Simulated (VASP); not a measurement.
# AlRu (Pm-3m) in VASP: notebook

Runs on AlRu. Level: LDA. Tasks: single point.

Program: VASP 6.6.1. These are calculated values, not measurements. Logs are shortened: lines on timing, memory, paths and dates and some standing lists are left out, and cuts for length are marked.

### 1 The cell of the first run

The structure is cubic, space group Pm-3m (No. 221). The conventional cell has a = 2.992 Å, b = 2.992 Å, c = 2.992 Å, α = 90.00°, β = 90.00°, γ = 90.00°. Al (site symmetry m-3m) has 8 Ru at 2.59 Å and 6 Al at 2.99 Å within 3.4 Å. Ru (site symmetry m-3m) has 8 Al at 2.59 Å and 6 Ru at 2.99 Å within 3.4 Å.

### 2 Single point, LDA

INCAR reads:

```
PREC = Accurate ; ENCUT = 500
EDIFF = 1E-6 ; ISMEAR = -1
SIGMA = 0.1 ; LREAL = F
LASPH = T ; NELM = 120
ALGO = Normal ; ISIF = 2
LWAVE = F ; LCHARG = F
GGA = CA ; NBANDS = 16
GGA_COMPAT = F
```

KPOINTS reads:

```
Automatic mesh
0
Gamma
  11 11 11
```

POSCAR reads:

```
AlRu
1.0
    2.9916000000      0.0000000000      0.0000000000
    0.0000000000      2.9916000000      0.0000000000
    0.0000000000      0.0000000000      2.9916000000
Al Ru
1 1
Direct
    0.0000000000      0.0000000000      0.0000000000
    0.5000000000      0.5000000000      0.5000000000
```

Potentials or basis: VASP PAW LDA potentials, release 64 (Al, Ru_pv).

The run is started by

```
$ cat potpaw_LDA.64/Al/POTCAR potpaw_LDA.64/Ru_pv/POTCAR > POTCAR
$ mpirun -np 1 vasp_std > vasp.out
```

OUTCAR:

```text
PREC = Accurate
   ENCUT = 500
   EDIFF = 1E-6
   ISMEAR = -1
   LREAL = F
   LASPH = T
   NELM = 120
   ISIF = 2
   GGA = CA

 ion  position               nearest neighbor table
   1  0.000  0.000  0.000-   2 2.59   2 2.59   2 2.59   2 2.59   2 2.59   2 2.59   2 2.59   2 2.59

   2  0.500  0.500  0.500-   1 2.59   1 2.59   1 2.59   1 2.59   1 2.59   1 2.59   1 2.59   1 2.59

  LATTYP: Found a simple cubic cell.
 ALAT       =     2.9916000000

  Lattice vectors:

 A1 = (   2.9916000000,   0.0000000000,   0.0000000000)
 A2 = (   0.0000000000,   2.9916000000,   0.0000000000)
 A3 = (   0.0000000000,   0.0000000000,   2.9916000000)

Analysis of symmetry for initial positions (statically):
=====================================================================
 Subroutine PRICEL returns:
 Original cell was already a primitive cell.

 Routine SETGRP: Setting up the symmetry group for a
 simple cubic supercell.

 Subroutine GETGRP returns: Found 48 space group operations
 (whereof 48 operations were pure point group operations)
 out of a pool of 48 trial point group operations.

The static configuration has the point symmetry O_h .

Analysis of symmetry for dynamics (positions and initial velocities):
=====================================================================
 Subroutine PRICEL returns:
 Original cell was already a primitive cell.

 Routine SETGRP: Setting up the symmetry group for a
 simple cubic supercell.

 Subroutine GETGRP returns: Found 48 space group operations
 (whereof 48 operations were pure point group operations)
 out of a pool of 48 trial point group operations.

The dynamic configuration has the point symmetry O_h .

 Subroutine INISYM returns: Found 48 space group operations
 (whereof 48 operations are pure point group operations),
 and found     1 'primitive' translations

----------------------------------------------------------------------------------------

                                     Primitive cell

  volume of cell :      26.7738

  direct lattice vectors                    reciprocal lattice vectors
     2.991600000  0.000000000  0.000000000     0.334269287  0.000000000  0.000000000
     0.000000000  2.991600000  0.000000000     0.000000000  0.334269287  0.000000000
     0.000000000  0.000000000  2.991600000     0.000000000  0.000000000  0.334269287

  length of vectors
     2.991600000  2.991600000  2.991600000     0.334269287  0.334269287  0.334269287

  position of ions in fractional coordinates (direct lattice)
     0.000000000  0.000000000  0.000000000
     0.500000000  0.500000000  0.500000000

  ion indices of the primitive-cell ions
   primitive index   ion index
                 1           1
                 2           2

----------------------------------------------------------------------------------------

 KPOINTS: Automatic mesh

Automatic generation of k-mesh.
 Grid dimensions read from file:
 generate k-points for:   11   11   11

 Generating k-lattice:

  Cartesian coordinates                     Fractional coordinates (reciprocal lattice)
     0.030388117  0.000000000  0.000000000     0.090909091  0.000000000  0.000000000
     0.000000000  0.030388117  0.000000000     0.000000000  0.090909091  0.000000000
     0.000000000  0.000000000  0.030388117     0.000000000  0.000000000  0.090909091

  Length of vectors
     0.030388117  0.030388117  0.030388117

  Shift w.r.t. Gamma in fractional coordinates (k-lattice)
     0.000000000  0.000000000  0.000000000

 Subroutine IBZKPT returns following result:
 ===========================================

 Found     56 irreducible k-points:

 Following reciprocal coordinates:
            Coordinates               Weight
  0.000000  0.000000  0.000000      1.000000
  0.090909  0.000000  0.000000      6.000000
  0.181818  0.000000  0.000000      6.000000
  0.272727  0.000000  0.000000      6.000000
  0.363636  0.000000  0.000000      6.000000
  0.454545  0.000000  0.000000      6.000000
[... 16 lines left out ...]
  0.181818  0.090909  0.090909     24.000000
  0.272727  0.090909  0.090909     24.000000
 [... further k-points ...]
   k-points           NKPTS =     56   k-points in BZ     NKDIM =     56   number of bands    NBANDS=     16
   number of dos      NEDOS =    301   number of ions     NIONS =      2
   total plane-waves  NPLWV =  13824
   dimension x,y,z NGX =    24 NGY =   24 NGZ =   24
   dimension x,y,z NGXF=    48 NGYF=   48 NGZF=   48
   ions per type =               1   1
   NGX,Y,Z   is equivalent  to a cutoff of  13.34, 13.34, 13.34 a.u.
   NGXF,Y,Z  is equivalent  to a cutoff of  26.67, 26.67, 26.67 a.u.
 SYSTEM =  unknown system
   PREC   = accura    normal or accurate (medium, high low for compatibility)
   ISTART =      0    job   : 0-new  1-cont  2-samecut
   ICHARG =      2    charge: 1-file 2-atom 10-const
   ISPIN  =      1    spin polarized calculation?
   LNONCOLLINEAR =      F non collinear calculations
   LSORBIT =      F    spin-orbit coupling
   LASPH  =      T    aspherical Exc in radial PAW
   ENCUT  =  500.0 eV  36.75 Ry    6.06 a.u.   5.45  5.45  5.45*2*pi/ulx,y,z
   NELM   =    120;   NELMIN=  2; NELMDL= -5     # of ELM steps
   EDIFF  = 0.1E-05   stopping-criterion for ELM
   LREAL  =      F    real-space projection
   EDIFFG = 0.1E-04   stopping-criterion for IOM
   NSW    =      0    number of steps for IOM
   IBRION =     -1    ionic relax: 0-MD 1-quasi-New 2-CG
   NFREE  =      0    steps in history (QN), initial steepest desc. (CG)
   ISIF   =      2    stress and relaxation
   ISYM   =      2    0-nonsym 1-usesym 2-fastsym
   POTIM  = 0.5000    time-step for ionic-motion
   TEBEG  =    0.0;   TEEND  =   0.0 temperature during run
   PSTRESS=    0.0 pullay stress
   NELECT =      17.0000    total number of electrons
   NUPDOWN=      -1.0000    fix difference up-down
   EMIN   =  10.00;   EMAX   =-10.00  energy-range for DOS
   EFERMI =   0.00;   METHOD = LEGACY
   ISMEAR =    -1;   SIGMA  =   0.10  broadening in eV -4-tet -1-fermi 0-gaus
   EFERMI_NEDOS =   21; number of points for ismear=-14 and -15
   IALGO  =     38    algorithm
   IMIX   =      4    mixing-type and parameters
     AMIX     =   0.40;   BMIX     =  1.00
     AMIX_MAG =   1.60;   BMIX_MAG =  1.00
  volume/ion in A,a.u.               =      13.39        90.34
  Fermi-wavevector in a.u.,A,eV,Ry     =   1.407087  2.659009 26.938090  1.979894
  Thomas-Fermi vector in A             =   2.529382
   LORBIT       =      0    0 simple, 1 ext, 2 COOP (PROOUT), +10 PAW based schemes
   GGA     = CA    functional components
   LHFCALC =     F    Hartree Fock is set to
   AEXX    =    0.0000 exact exchange contribution
   IVDW    =     0    specifies the selected vdW correction
   LEPSILON=     F    determine dielectric tensor
   LRPA    =     F    only Hartree local field effects (RPA)
 non-spin polarized calculation
  energy-cutoff  :      500.00
  volume of cell :       26.77
 maximum number of plane-waves:       703
 NGX is ok and might be reduce to    24
   NGX = 11   NGY = 11   NGZ = 11

 number of electron      16.9999995 magnetization

 Free energy of the ion-electron system (eV)
  ---------------------------------------------------
  ext. energy  EPLUGINS =         0.00000000
  ---------------------------------------------------
  free energy    TOTEN  =       -16.17947932 eV

  energy without entropy =      -16.12464511  energy(sigma->0) =      -16.15206221

 E-fermi :  10.5166     XC(G=0): -12.7933

 val. band max:       10.5143881861   @ k =   0.4545   0.3636   0.3636
 cond. band min:      10.5245894006   @ k =   0.3636   0.3636   0.2727
 fundamental gap:      0.0102012145
 Fermi energy:        10.5165846017

 k-point     1 :       0.0000    0.0000    0.0000
  band No.  band energies     occupation
      1     -31.0597      2.00000
      2     -31.0597      2.00000
      3     -31.0597      2.00000
      4       0.8542      2.00000
      5       6.9188      2.00000
      6       6.9188      2.00000
[... 8 lines left out ...]
     15      22.1821      0.00000
     16      25.4155      0.00000

 k-point     2 :       0.0909    0.0000    0.0000
  band No.  band energies     occupation
      1     -31.0768      2.00000
      2     -31.0582      2.00000
      3     -31.0582      2.00000
      4       1.0129      2.00000
      5       6.9737      2.00000
      6       6.9740      2.00000
[... 8 lines left out ...]
     15      22.1836      0.00000
     16      25.9239      0.00000

 k-point     3 :       0.1818    0.0000    0.0000
  band No.  band energies     occupation
      1     -31.1226      2.00000
      2     -31.0544      2.00000
      3     -31.0544      2.00000
      4       1.4769      2.00000
      5       7.0654      2.00000
      6       7.1268      2.00000
[... 8 lines left out ...]
     15      22.8984      0.00000
     16      27.5178      0.00000

 k-point     4 :       0.2727    0.0000    0.0000
  band No.  band energies     occupation
      1     -31.1822      2.00000
      2     -31.0493      2.00000
      3     -31.0493      2.00000
      4       2.2127      2.00000
      5       6.9640      2.00000
      6       7.3412      2.00000
[... 8 lines left out ...]
     15      23.3811      0.00000
     16      26.4943      0.00000
[... 324 lines left out ...]
 k-point    22 :       0.0909    0.0909    0.0909
  band No.  band energies     occupation
      1     -31.0752      2.00000
      2     -31.0731      2.00000
      3     -31.0731      2.00000
      4       1.3242      2.00000
      5       7.0907      2.00000
      6       7.0907      2.00000
[... 8 lines left out ...]
     15      22.1826      0.00000
     16      26.7537      0.00000

 k-point    23 :       0.1818    0.0909    0.0909
  band No.  band energies     occupation
      1     -31.1194      2.00000
      2     -31.0704      2.00000
      3     -31.0692      2.00000
      4       1.7754      2.00000
      5       7.2058      2.00000
      6       7.2391      2.00000
[... 8 lines left out ...]
     15      23.3022      0.00000
     16      27.1396      0.00000

 k-point    24 :       0.2727    0.0909    0.0909
  band No.  band energies     occupation
      1     -31.1785      2.00000
      2     -31.0651      2.00000
      3     -31.0640      2.00000
      4       2.4874      2.00000
      5       7.0947      2.00000
      6       7.4532      2.00000
[... 8 lines left out ...]
     15      24.2606      0.00000
     16      25.3225      0.00000

 [... further k-points ...]

------------------------ aborting loop because EDIFF is reached ----------------------------------------

  FORCE on cell =-STRESS in cart. coord.  units (eV):
  Direction    XX          YY          ZZ          XY          YZ          ZX
  --------------------------------------------------------------------------------------
  -------------------------------------------------------------------------------------
  Total       -1.2347364     -1.2347364     -1.2347364      0.0000000      0.0000000      0.0000000
  in kB      -73.8880606    -73.8880606    -73.8880606      0.0000000      0.0000000      0.0000000
  external PRESSURE =     -73.8880606 kB  Pullay stress =       0.0000000 kB

 VOLUME and BASIS-vectors are now :
 -----------------------------------------------------------------------------
  energy-cutoff  :      500.00
  volume of cell :       26.77
      direct lattice vectors                 reciprocal lattice vectors
     2.991600000  0.000000000  0.000000000     0.334269287  0.000000000  0.000000000
     0.000000000  2.991600000  0.000000000     0.000000000  0.334269287  0.000000000
     0.000000000  0.000000000  2.991600000     0.000000000  0.000000000  0.334269287

 POSITION                                       TOTAL-FORCE (eV/Angst)
 -----------------------------------------------------------------------------------
      0.00000      0.00000      0.00000         0.000000      0.000000      0.000000
      1.49580      1.49580      1.49580         0.000000      0.000000      0.000000
 -----------------------------------------------------------------------------------
    total drift:                                0.000000     -0.000000     -0.000000

  FREE ENERGIE OF THE ION-ELECTRON SYSTEM (eV)
  ---------------------------------------------------
  free  energy   TOTEN  =       -16.1794793157 eV

  energy  without entropy=      -16.1246451076  energy(sigma->0) =      -16.15206221
```

Wall time 6.7 s (1 thread of Intel Xeon Platinum 8488C (Sapphire Rapids), shared host); peak memory 0.14 GiB.

Results:

| Item | Value |
| --- | --- |
| Free energy | -16.1795 eV |
| Pressure | -7.4 GPa |
| Band gap on the k mesh | zero (an odd number of electrons rules out a gap without spin polarisation) |

Caveat: the cell stands under tension.

### 3 Single point, LDA

INCAR reads:

```
SYSTEM = AlRu
ALGO     = Normal         ! electronic algorithm
EDIFF    = 1E-6           ! SCF threshold, eV
ENCUT    = 500            ! plane-wave cutoff, eV
GGA      = CA             ! functional
GGA_COMPAT= .False.      
ISIF     = 2              ! what is computed and relaxed
ISMEAR   = -1             ! smearing method
LASPH    = .True.         ! aspherical terms in the spheres
LCHARG   = .False.        ! write CHGCAR
LREAL    = .False.        ! projectors in reciprocal space
LWAVE    = .False.        ! write WAVECAR
NBANDS   = 16             ! bands
NELM     = 120            ! most SCF steps
PREC     = Accurate       ! precision mode
SIGMA    = 0.1            ! smearing width, eV
```

KPOINTS reads:

```
k-points
0
Gamma
  11 11 11
  0 0 0
```

POSCAR is that of step 2.

Potentials or basis: VASP PAW LDA potentials, release 64 (Al, Ru_pv).

The run is started by

```
$ cat potpaw_LDA.64/Al/POTCAR potpaw_LDA.64/Ru_pv/POTCAR > POTCAR
$ mpirun -np 1 vasp_std > vasp.out
```

Wall time 6.9 s (1 thread of Intel Xeon Platinum 8488C (Sapphire Rapids), shared host); peak memory 0.14 GiB.

It converged, with:

```yaml
Free_energy: -16.1795 eV
Pressure: -7.4 GPa
Band_gap_on_the_k_mesh: zero (an odd number of electrons rules out a gap without spin polarisation)
```

Levels at points of the mesh, in eV from the Fermi level:
```
           k point  band 7  band 8  band 9  band 10  band 11  band 12
(0.00, 0.00, 0.00)    0.18    0.18    0.18     6.02     6.02     6.02
```

Caveat: the cell stands under tension.
